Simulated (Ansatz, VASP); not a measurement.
## Co in VASP and in Ansatz

```
Co
1.0
    -1.34806    1.34806    1.34806
     1.34806   -1.34806    1.34806
     1.34806    1.34806   -1.34806
Co
1
Direct
  0.00000 0.00000 0.00000
```

Alike in both runs: task single point; functional LDA; k mesh 18 × 18 × 18; occupations fermi-dirac, width 0.05 eV; collinear spin.

|  | VASP | Ansatz |
| --- | --- | --- |
| version | VASP 6.6.1 | Ansatz 0.2.0 |
| potentials or method | VASP PAW LDA potentials, release 64 (Co), cutoff 520 eV | plane waves (420 eV) with PAW, scalar-relativistic |
| valence electrons in the cell | 9 | 17 |

Ansatz gave:

```
pressure (GPa)                                                : 12.0
net moment per atom (μB)                                      : 1.63
size of the moment on the site where the two differ most (μB) : 1.66
```

Q: What did VASP give for the same quantities?

A: Pressure (GPa): 10.6; net moment per atom (μB): 1.61; size of the moment on the site where the two differ most (μB): 1.60.

Ansatz warns that its potentials were made for another functional, while VASP's fit it. LDA's correlation is that of Perdew and Zunger in VASP and of Perdew and Wang (1992) in Ansatz. Site moments also hang on the region over which each program counts them. VASP's potentials hold 9 valence electrons a cell and Ansatz's 17, so a difference there can come from the potentials and not from the codes.
